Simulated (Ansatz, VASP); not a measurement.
**Ti: VASP beside Ansatz**

```xyz
2
Lattice="2.9610 0.0000 0.0000 -1.4805 2.5643 0.0000 0.0000 0.0000 4.6878" Properties=species:S:1:pos:R:3 pbc="T T T"
Ti    0.0000    1.7095    1.1719
Ti    1.4805    0.8548    3.5158
```

Alike in both runs: task single point; functional BLYP; k mesh 6 × 6 × 4; occupations fermi-dirac, width 0.1 eV; collinear spin.

|  | VASP | Ansatz |
| --- | --- | --- |
| version | VASP 6.6.1 | Ansatz 0.2.0 |
| potentials or method | VASP PAW PBE potentials, release 64 (Ti_sv), cutoff 500 eV | plane waves (420 eV) with PAW, scalar-relativistic |
| valence electrons in the cell | 24 | 24 |

|  | VASP | Ansatz | Ansatz less VASP |
| --- | --- | --- | --- |
| net moment per atom (μB) | 0.00 | 0.00 | 0.000 |

VASP's potentials were made for PBE, not for BLYP. With one functional, cell and mesh, what is left measures potentials, basis and numerics. Ansatz's warnings: seeded moment not kept.

The k mesh is coarse, so the values compare programs but aren't converged.
